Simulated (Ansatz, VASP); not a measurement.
One calculation of Mo, two programs

The input INCAR:

```
SYSTEM = Mo
ALGO = Normal
EDIFF = 1E-6
ENCUT = 520
GGA = PS
ISIF = 2
ISMEAR = -1
LASPH = .TRUE.
LCHARG = .FALSE.
LREAL = .FALSE.
LWAVE = .FALSE.
NBANDS = 13
NELM = 100
PREC = Accurate
SIGMA = 0.1
```

Contents of KPOINTS:

```
k-points
0
G
  23 23 23
  0 0 0
```

File POSCAR:

```
Mo
1.0
   -1.5446334971      1.5446334971      1.5446334971
    1.5446334971     -1.5446334971      1.5446334971
    1.5446334971      1.5446334971     -1.5446334971
Mo
1
Direct
    0.0000000000      0.0000000000      0.0000000000
```

Input for Ansatz:

```yaml
crystal:
  lattice:
    - [-1.5446334971, 1.5446334971, 1.5446334971]
    - [1.5446334971, -1.5446334971, 1.5446334971]
    - [1.5446334971, 1.5446334971, -1.5446334971]
  atoms:
    - { symbol: Mo, position: [0.0, 0.0, 0.0] }
hamiltonian:
  xc: pbesol
  pseudopotentials:
    kind: paw
    azcp:
      Mo: "pseudopotentials/Mo.paw.azcp"
basis:
  ecutwfc: 420
  fft_grid_basis: typed
kpoints:
  mp_grid: { grid: [23, 23, 23], shift: [0, 0, 0] }
magnetization:
  spin_polarized: false
scf:
  occupations: { method: fermi_dirac, width: 0.1 }
output:
  stress: true
```

Alike in both runs: task single point; functional PBEsol; k mesh 23 × 23 × 23; occupations fermi-dirac, width 0.1 eV; no spin polarisation.

|  | VASP | Ansatz |
| --- | --- | --- |
| version | VASP 6.6.1 | Ansatz 0.2.0 |
| potentials or method | VASP PAW PBE potentials, release 64 (Mo_sv), cutoff 520 eV | plane waves (420 eV) with PAW, scalar-relativistic |
| valence electrons in the cell | 14 | 14 |

```tsv
	VASP	Ansatz	Ansatz less VASP
pressure (GPa)	12.5	11.9	-0.66
```

VASP's potentials were made for PBE, not for PBEsol, and Ansatz warns of the same on its side.
